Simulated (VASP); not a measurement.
Set up this calculation in VASP 6.6.1, as the native input.

```yaml
Task: single point
Functional: PBE
Potentials_or_basis: VASP PAW PBE potentials, release 64 (Bi_d, Te)
Cutoff: 520 eV
k_mesh: 9 × 9 × 1
Occupations: gaussian, width 0.1 eV
Spin: no spin polarisation
Dipole_correction: yes
Further_INCAR_settings: ALGO = Normal; EDIFF = 1e-06; NBANDS = 59
```

The structure of Bi2Te3 lies in POSCAR:

```
Bi2Te3
1.0
    4.4688133036      0.0000000000      0.0000000000
   -2.2344066518      3.8701058457      0.0000000000
    0.0000000000      0.0000000000     32.4659164882
Bi Te
4 6
Direct
    0.6666666667      0.3333333333      0.2323053975
    0.0000000000      0.0000000000      0.4643436670
    0.3333333333      0.6666666667      0.5356564331
    0.6666666667      0.3333333333      0.7676946787
    0.0000000000      0.0000000000      0.2851464532
    0.3333333333      0.6666666667      0.3475973839
    0.6666666667      0.3333333333      0.4103142690
    0.6666666667      0.3333333333      0.5896857825
    0.0000000000      0.0000000000      0.6524026361
    0.3333333333      0.6666666667      0.7148535651
```

The input as run:

INCAR

```
ALGO = Normal
DIPOL = 0.5 0.5 0.500
EDIFF = 1E-6
ENCUT = 520
GGA = PE
IDIPOL = 3
ISIF = 2
ISMEAR = 0
LASPH = T
LCHARG = T
LDIPOL = T
LELF = T
LREAL = F
LVACPOTAV = T
LVHAR = T
LWAVE = F
NBANDS = 59
NELM = 80
PREC = Accurate
SIGMA = 0.1
```

KPOINTS

```
k-points
0
Gamma
  9 9 1
```

Potentials or basis: VASP PAW PBE potentials, release 64 (Bi_d, Te).

Run with:

```sh
$ cat potpaw_PBE.64/Bi_d/POTCAR potpaw_PBE.64/Te/POTCAR > POTCAR
$ mpirun -np 1 vasp_std > vasp.out
```

Results of the run:

```
Largest force          : 0.007 eV/Å
Band gap on the k mesh : zero (band 48 reaches 2.07 eV, above the bottom of band 49 at 1.83 eV)
```

Caveat: spin-orbit coupling is left out, which moves the levels of the heavy elements.

Run time: 18 min on 1 thread of Oxide Virtual Turin-like Processor (shared host), peak memory 0.8 GiB.
